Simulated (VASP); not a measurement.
AlN: single point with LDA

The system is AlN.

```
Al N
1.0
     0.00000    2.01679    2.01679
     2.01679    0.00000    2.01679
     2.01679    2.01679    0.00000
Al N
1 1
Direct
  0.00000 0.00000 0.00000
  0.50000 0.50000 0.50000
```

This cell differs from its parent crystal: volume scaled by 1.06.

```yaml
Program: VASP 6.6.1
Task: single point
Functional: LDA
Potentials_or_basis: VASP PAW LDA potentials, release 64 (Al, N)
Cutoff: 520 eV
k_mesh: 10 × 10 × 10
Occupations: fermi-dirac, width 0.02 eV
Spin: no spin polarisation
Dipole_correction: no
Further_INCAR_settings: ALGO = Normal; EDIFF = 1e-06; NBANDS = 11
```

| Quantity | Value |
| --- | --- |
| Pressure | -3.9 GPa |
| Band gap on the k mesh | 4.53 eV, indirect (least direct gap 5.88 eV) |

Levels at points of the mesh, in eV from the valence-band top:
| k point | band 2 | band 3 | band 4 | band 5 | band 6 | band 7 |
| --- | --- | --- | --- | --- | --- | --- |
| (0.00, 0.00, 0.00) | 0.00 | 0.00 | 0.00 | 5.88 | 12.05 | 12.05 |
| (0.50, 0.00, 0.00) | -8.39 | -1.09 | -1.09 | 6.17 | 10.86 | 10.86 |
| (0.50, 0.50, 0.00) | -7.46 | -2.83 | -2.83 | 4.53 | 5.18 | 13.98 |

It took 6.3 s on 1 thread of Intel Xeon 6975P-C, with other jobs on the host, peak memory 0.13 GiB.

 A k mesh can miss the band edges.
